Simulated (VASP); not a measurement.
# MgO: single point with PBEsol

System: MgO, a wire with vacuum.

```
CELL_PARAMETERS angstrom
14.00000 0.00000 0.00000
0.00000 15.00000 0.00000
0.00000 0.00000 3.96655
ATOMIC_POSITIONS crystal
Mg 0.54666 0.35011 0.95230
Mg 0.29502 0.48565 0.95230
Mg 0.49345 0.53531 0.95231
Mg 0.44023 0.72051 0.95230
Mg 0.69187 0.58498 0.95230
Mg 0.41804 0.41334 0.45230
Mg 0.36276 0.60570 0.45230
Mg 0.62414 0.46492 0.45230
Mg 0.56886 0.65728 0.45230
O 0.54834 0.34428 0.45230
O 0.28876 0.48408 0.45230
O 0.49345 0.53531 0.45231
O 0.43855 0.72635 0.45230
O 0.69813 0.58655 0.45230
O 0.41673 0.41123 0.95230
O 0.36048 0.60693 0.95230
O 0.62642 0.46370 0.95230
O 0.57016 0.65940 0.95230
```

```yaml
Program: VASP 6.6.1
Task: single point
Functional: PBEsol
Potentials_or_basis: VASP PAW PBE potentials, release 64 (Mg, O)
Cutoff: 520 eV
k_mesh: 1 × 1 × 7
Occupations: gaussian, width 0.05 eV
Spin: collinear spin, ferromagnetic start
Starting_moments: "[0.3, 0.3, 0.3, 0.3, 0.3, 0.3, 0.3, 0.3, 0.3, 0.3, 0.3, 0.3, 0.3, 0.3, 0.3, 0.3, 0.3, 0.3] μB"
Dipole_correction: no
Further_INCAR_settings: LREAL = Auto; ALGO = Normal; EDIFF = 1e-07; NBANDS = 55
```

```
Largest force                                         : 0.022 eV/Å
Band gap on the k mesh                                : 3.48 eV
Net moment                                            : 0.00 μB per cell
Valence electrons inside the program's atomic spheres : Mg 0.41, 0.46, 0.43 (each value once); O 5.02, 5.11, 5.08 (each value once)
```

Forces on the atoms (eV/Å):
```
Mg  -0.005  0.021  0.000
Mg   0.020  0.006  0.000
Mg   0.000  0.000 -0.002
Mg   0.005 -0.021  0.000
Mg  -0.020 -0.006  0.000
Mg   0.011  0.018  0.000
Mg   0.018 -0.010  0.000
Mg  -0.018  0.010  0.000
Mg  -0.011 -0.018  0.000
O    0.003 -0.014 -0.001
O   -0.013 -0.003 -0.001
O    0.000  0.000  0.003
O   -0.003  0.014 -0.001
O    0.013  0.003 -0.001
O   -0.004 -0.007  0.000
O   -0.008  0.005  0.001
O    0.008 -0.005  0.001
O    0.004  0.007  0.000
```

Levels at points of the mesh, in eV from the valence-band top:
Spin up:
```csv
k point,band 32,band 33,band 34,band 35,band 36,band 37,band 38,band 39,band 40,band 41
"(0.00, 0.00, 0.00)",-0.38,-0.25,-0.24,-0.24,0.00,3.48,4.30,4.36,4.58,5.18
```
Spin down:
```csv
k point,band 32,band 33,band 34,band 35,band 36,band 37,band 38,band 39,band 40,band 41
"(0.00, 0.00, 0.00)",-0.38,-0.25,-0.24,-0.24,0.00,3.48,4.30,4.36,4.58,5.18
```

Run time: 31 min on 1 thread of Intel Xeon 8259CL, on a shared host, peak memory 1.1 GiB.

Caveat: the PAW data sets were made with another functional, which shifts forces and pressure a little.
